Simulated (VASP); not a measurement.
Crystal: Pd.

```
Pd
1.0
     2.72327    0.00000    0.00000
    -0.90776    2.56752    0.00000
    -0.90776   -1.28376    2.22354
Pd
1
Direct
  0.00000 0.00000 0.00000
```

Program: VASP 6.6.1. Alike in all runs: task single point; cell as given; cutoff (eV) 520.

Question: Order these runs on this cell by their pressure, lowest first.
A. level RPBE+D3(BJ); potentials or basis VASP PAW PBE potentials, release 64 (Pd); spin non-collinear, zero start, SOC; k mesh 9 × 9 × 9; smearing methfessel-paxton 0.1 eV
B. level PBEsol+D4; potentials or basis VASP PAW PBE potentials, release 64 (Pd); spin off; k mesh 12 × 12 × 12; smearing fermi-dirac 0.02 eV
C. level LDA; potentials or basis VASP PAW LDA potentials, release 64 (Pd); spin non-collinear, zero start, SOC; k mesh 9 × 9 × 9; smearing gaussian 0.05 eV
D. level PBE; potentials or basis VASP PAW PBE potentials, release 64 (Pd); spin off; k mesh 12 × 12 × 12; smearing gaussian 0.1 eV

Answer: A (-36.5 GPa), C (-15.2 GPa), B (-13.1 GPa), D (-1.4 GPa).

Caveats: the PAW data sets were made with another functional, which shifts forces and pressure a little (some runs); pairwise dispersion overbinds metals, which lowers pressure and volume (some runs).
